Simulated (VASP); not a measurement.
# F (Pm-3m) in VASP: a series of runs

Runs on F. Level: PBE. Tasks: single point.

Program: VASP 6.6.1. These are calculated values, not measurements. Logs are shortened: lines on timing, memory, paths and dates and some standing lists are left out, and cuts for length are marked.

**1. The cell of the first run**

Symmetry: Pm-3m, No. 221, cubic system. The conventional cell has a = 2.146 Å, b = 2.146 Å, c = 2.146 Å, α = 90.00°, β = 90.00°, γ = 90.00°. F (site symmetry m-3m) has 6 F at 2.15 Å within 2.8 Å.

**2. Single point, PBE**

INCAR reads:

```
PREC = Accurate
ENCUT = 520
EDIFF = 1E-6
ISMEAR = -1
SIGMA = 0.06122561905347299
LREAL = False
LASPH = True
NELM = 60
ALGO = Normal
ISIF = 2
LWAVE = False
LCHARG = False
GGA = PE
NBANDS = 10
```

KPOINTS reads:

```
Automatic mesh
0
Gamma
  25 25 25
```

POSCAR reads:

```
F
1.0
    2.1464851024      0.0000000000      0.0000000000
    0.0000000000      2.1464851024      0.0000000000
    0.0000000000      0.0000000000      2.1464851024
F
1
Direct
    0.0000000000      0.0000000000      0.0000000000
```

Potentials or basis: VASP PAW PBE potentials, release 64 (F).

Command:

```sh
> cat potpaw_PBE.64/F/POTCAR > POTCAR
> mpirun -np 1 vasp_std > vasp.out
```

OUTCAR:

```text
PREC = Accurate
   ENCUT = 520
   EDIFF = 1E-6
   ISMEAR = -1
   LREAL = False
   LASPH = True
   NELM = 60
   ISIF = 2
   GGA = PE

 ion  position               nearest neighbor table
   1  0.000  0.000  0.000-

  LATTYP: Found a simple cubic cell.
 ALAT       =     2.1464851024

  Lattice vectors:

 A1 = (   2.1464851024,   0.0000000000,   0.0000000000)
 A2 = (   0.0000000000,   2.1464851024,   0.0000000000)
 A3 = (   0.0000000000,   0.0000000000,   2.1464851024)

Analysis of symmetry for initial positions (statically):
=====================================================================
 Subroutine PRICEL returns:
 Original cell was already a primitive cell.

 Routine SETGRP: Setting up the symmetry group for a
 simple cubic supercell.

 Subroutine GETGRP returns: Found 48 space group operations
 (whereof 48 operations were pure point group operations)
 out of a pool of 48 trial point group operations.

The static configuration has the point symmetry O_h .

Analysis of symmetry for dynamics (positions and initial velocities):
=====================================================================
 Subroutine PRICEL returns:
 Original cell was already a primitive cell.

 Routine SETGRP: Setting up the symmetry group for a
 simple cubic supercell.

 Subroutine GETGRP returns: Found 48 space group operations
 (whereof 48 operations were pure point group operations)
 out of a pool of 48 trial point group operations.

The dynamic configuration has the point symmetry O_h .

 Subroutine INISYM returns: Found 48 space group operations
 (whereof 48 operations are pure point group operations),
 and found     1 'primitive' translations

----------------------------------------------------------------------------------------

                                     Primitive cell

  volume of cell :       9.8897

  direct lattice vectors                    reciprocal lattice vectors
     2.146485102  0.000000000  0.000000000     0.465877913  0.000000000  0.000000000
     0.000000000  2.146485102  0.000000000     0.000000000  0.465877913  0.000000000
     0.000000000  0.000000000  2.146485102     0.000000000  0.000000000  0.465877913

  length of vectors
     2.146485102  2.146485102  2.146485102     0.465877913  0.465877913  0.465877913

  position of ions in fractional coordinates (direct lattice)
     0.000000000  0.000000000  0.000000000

  ion indices of the primitive-cell ions
   primitive index   ion index
                 1           1

----------------------------------------------------------------------------------------

 KPOINTS: Automatic mesh

Automatic generation of k-mesh.
 Grid dimensions read from file:
 generate k-points for:   25   25   25

 Generating k-lattice:

  Cartesian coordinates                     Fractional coordinates (reciprocal lattice)
     0.018635117  0.000000000  0.000000000     0.040000000  0.000000000  0.000000000
     0.000000000  0.018635117  0.000000000     0.000000000  0.040000000  0.000000000
     0.000000000  0.000000000  0.018635117     0.000000000  0.000000000  0.040000000

  Length of vectors
     0.018635117  0.018635117  0.018635117

  Shift w.r.t. Gamma in fractional coordinates (k-lattice)
     0.000000000  0.000000000  0.000000000

 Subroutine IBZKPT returns following result:
 ===========================================

 Found    455 irreducible k-points:

 Following reciprocal coordinates:
            Coordinates               Weight
  0.000000  0.000000  0.000000      1.000000
  0.040000  0.000000  0.000000      6.000000
  0.080000  0.000000  0.000000      6.000000
  0.120000  0.000000  0.000000      6.000000
  0.160000  0.000000  0.000000      6.000000
  0.200000  0.000000  0.000000      6.000000
[... 16 lines left out ...]
  0.400000  0.040000  0.000000     24.000000
  0.440000  0.040000  0.000000     24.000000
 [... further k-points ...]
   k-points           NKPTS =    455   k-points in BZ     NKDIM =    455   number of bands    NBANDS=     10
   number of dos      NEDOS =    301   number of ions     NIONS =      1
   total plane-waves  NPLWV =   4096
   dimension x,y,z NGX =    16 NGY =   16 NGZ =   16
   dimension x,y,z NGXF=    32 NGYF=   32 NGZF=   32
   ions per type =               1
   NGX,Y,Z   is equivalent  to a cutoff of  12.39, 12.39, 12.39 a.u.
   NGXF,Y,Z  is equivalent  to a cutoff of  24.78, 24.78, 24.78 a.u.
 SYSTEM =  unknown system
   PREC   = accura    normal or accurate (medium, high low for compatibility)
   ISTART =      0    job   : 0-new  1-cont  2-samecut
   ICHARG =      2    charge: 1-file 2-atom 10-const
   ISPIN  =      1    spin polarized calculation?
   LNONCOLLINEAR =      F non collinear calculations
   LSORBIT =      F    spin-orbit coupling
   LASPH  =      T    aspherical Exc in radial PAW
   ENCUT  =  520.0 eV  38.22 Ry    6.18 a.u.   3.99  3.99  3.99*2*pi/ulx,y,z
   NELM   =     60;   NELMIN=  2; NELMDL= -5     # of ELM steps
   EDIFF  = 0.1E-05   stopping-criterion for ELM
   LREAL  =      F    real-space projection
   EDIFFG = 0.1E-04   stopping-criterion for IOM
   NSW    =      0    number of steps for IOM
   IBRION =     -1    ionic relax: 0-MD 1-quasi-New 2-CG
   NFREE  =      0    steps in history (QN), initial steepest desc. (CG)
   ISIF   =      2    stress and relaxation
   ISYM   =      2    0-nonsym 1-usesym 2-fastsym
   POTIM  = 0.5000    time-step for ionic-motion
   TEBEG  =    0.0;   TEEND  =   0.0 temperature during run
   PSTRESS=    0.0 pullay stress
   NELECT =       7.0000    total number of electrons
   NUPDOWN=      -1.0000    fix difference up-down
   EMIN   =  10.00;   EMAX   =-10.00  energy-range for DOS
   EFERMI =   0.00;   METHOD = LEGACY
   ISMEAR =    -1;   SIGMA  =   0.06  broadening in eV -4-tet -1-fermi 0-gaus
   EFERMI_NEDOS =   21; number of points for ismear=-14 and -15
   IALGO  =     38    algorithm
   IMIX   =      4    mixing-type and parameters
     AMIX     =   0.40;   BMIX     =  1.00
     AMIX_MAG =   1.60;   BMIX_MAG =  1.00
  volume/ion in A,a.u.               =       9.89        66.74
  Fermi-wavevector in a.u.,A,eV,Ry     =   1.458970  2.757053 28.961264  2.128593
  Thomas-Fermi vector in A             =   2.575592
   LORBIT       =      0    0 simple, 1 ext, 2 COOP (PROOUT), +10 PAW based schemes
   GGA     = PE    functional components
[... 5 lines left out ...]
 non-spin polarized calculation
  energy-cutoff  :      520.00
  volume of cell :        9.89
 maximum number of plane-waves:       284
 NGX is ok and might be reduce to    16
   NGX =  7   NGY =  7   NGZ =  7

 number of electron       6.9999986 magnetization

 Free energy of the ion-electron system (eV)
  ---------------------------------------------------
  ext. energy  EPLUGINS =         0.00000000
  ---------------------------------------------------
  free energy    TOTEN  =        -1.04439455 eV

  energy without entropy =       -1.02370076  energy(sigma->0) =       -1.03404765

 E-fermi :  -2.6135     XC(G=0): -10.2537

 val. band max:       -2.6140224980   @ k =   0.4000   0.2800   0.1200
 cond. band min:      -2.6061648794   @ k =   0.1200   0.1200   0.0000
 fundamental gap:      0.0078576186
 Fermi energy:        -2.6135100182

 k-point     1 :       0.0000    0.0000    0.0000
  band No.  band energies     occupation
      1     -25.4206      2.00000
      2      -2.7338      1.75407
      3      -2.7338      1.75407
      4      -2.7338      1.75407
      5      10.2866      0.00000
      6      26.2943      0.00000
      7      26.2943      0.00000
      8      38.5587      0.00000
      9      38.5587      0.00000
     10      38.5587      0.00000

 k-point     2 :       0.0400    0.0000    0.0000
  band No.  band energies     occupation
      1     -25.4012      2.00000
      2      -2.8299      1.94333
      3      -2.7264      1.72665
      4      -2.7264      1.72665
      5      10.3621      0.00000
      6      26.2612      0.00000
      7      26.3420      0.00000
      8      38.5165      0.00000
      9      38.5165      0.00000
     10      38.5538      0.00000

 k-point     3 :       0.0800    0.0000    0.0000
  band No.  band energies     occupation
      1     -25.3434      2.00000
      2      -3.1072      1.99937
      3      -2.7045      1.63080
      4      -2.7045      1.63080
      5      10.5818      0.00000
      6      26.1483      0.00000
      7      26.4847      0.00000
      8      38.3899      0.00000
      9      38.3899      0.00000
     10      38.5761      0.00000

 k-point     4 :       0.1200    0.0000    0.0000
  band No.  band energies     occupation
      1     -25.2496      2.00000
      2      -3.5361      2.00000
      3      -2.6693      1.42672
      4      -2.6693      1.42672
      5      10.9280      0.00000
      6      25.9217      0.00000
      7      26.7215      0.00000
      8      38.1808      0.00000
      9      38.1808      0.00000
     10      38.7060      0.00000
[... 222 lines left out ...]
 k-point    22 :       0.3600    0.0400    0.0000
  band No.  band energies     occupation
      1     -24.2609      2.00000
      2      -7.0137      2.00000
      3      -2.4118      0.07149
      4      -2.3282      0.01876
      5      14.6471      0.00000
      6      21.7294      0.00000
      7      29.8066      0.00000
      8      35.5754      0.00000
      9      36.0254      0.00000
     10      41.7482      0.00000

 k-point    23 :       0.4000    0.0400    0.0000
  band No.  band energies     occupation
      1     -24.1229      2.00000
      2      -7.4170      2.00000
      3      -2.3668      0.03496
      4      -2.2852      0.00933
      5      15.3881      0.00000
      6      20.8208      0.00000
      7      30.4852      0.00000
      8      35.1725      0.00000
      9      35.7395      0.00000
     10      40.6430      0.00000

 k-point    24 :       0.4400    0.0400    0.0000
  band No.  band energies     occupation
      1     -24.0227      2.00000
      2      -7.6986      2.00000
      3      -2.3350      0.02094
      4      -2.2546      0.00568
      5      16.0886      0.00000
      6      19.9999      0.00000
      7      31.0923      0.00000
      8      34.8052      0.00000
      9      35.5389      0.00000
     10      39.8284      0.00000

 [... further k-points ...]

------------------------ aborting loop because EDIFF is reached ----------------------------------------

  FORCE on cell =-STRESS in cart. coord.  units (eV):
  Direction    XX          YY          ZZ          XY          YZ          ZX
  --------------------------------------------------------------------------------------
  -------------------------------------------------------------------------------------
  Total        0.2340796      0.2340796      0.2340796      0.0000000     -0.0000000      0.0000000
  in kB       37.9219425     37.9219425     37.9219425      0.0000000     -0.0000000      0.0000000
  external PRESSURE =      37.9219425 kB  Pullay stress =       0.0000000 kB

 VOLUME and BASIS-vectors are now :
 -----------------------------------------------------------------------------
  energy-cutoff  :      520.00
  volume of cell :        9.89
      direct lattice vectors                 reciprocal lattice vectors
     2.146485102  0.000000000  0.000000000     0.465877913  0.000000000  0.000000000
     0.000000000  2.146485102  0.000000000     0.000000000  0.465877913  0.000000000
     0.000000000  0.000000000  2.146485102     0.000000000  0.000000000  0.465877913

 POSITION                                       TOTAL-FORCE (eV/Angst)
 -----------------------------------------------------------------------------------
      0.00000      0.00000      0.00000         0.000000      0.000000      0.000000
 -----------------------------------------------------------------------------------
    total drift:                               -0.000000     -0.000000      0.000000

  FREE ENERGIE OF THE ION-ELECTRON SYSTEM (eV)
  ---------------------------------------------------
  free  energy   TOTEN  =        -1.0443945467 eV

  energy  without entropy=       -1.0237007619  energy(sigma->0) =       -1.03404765
```

Run time: 6.8 s. Hardware: 1 thread of Intel Xeon 6975P-C (Granite Rapids), shared host; peak memory 0.13 GiB.

What came out:

- Free energy: -1.0444 eV
- Pressure: 3.8 GPa
- Band gap on the k mesh: zero (an odd number of electrons rules out a gap without spin polarisation)

Levels at points of the mesh, in eV from the Fermi level:
```csv
k point,band 2,band 3,band 4,band 5,band 6,band 7
"(0.00, 0.00, 0.00)",-0.12,-0.12,-0.12,12.90,28.91,28.91
```

Caveat: the cell stands under pressure; an odd number of electrons without spin polarisation forces a metal; a magnetic or distorted state may lie lower.

(Continued in part 2 of 2.)
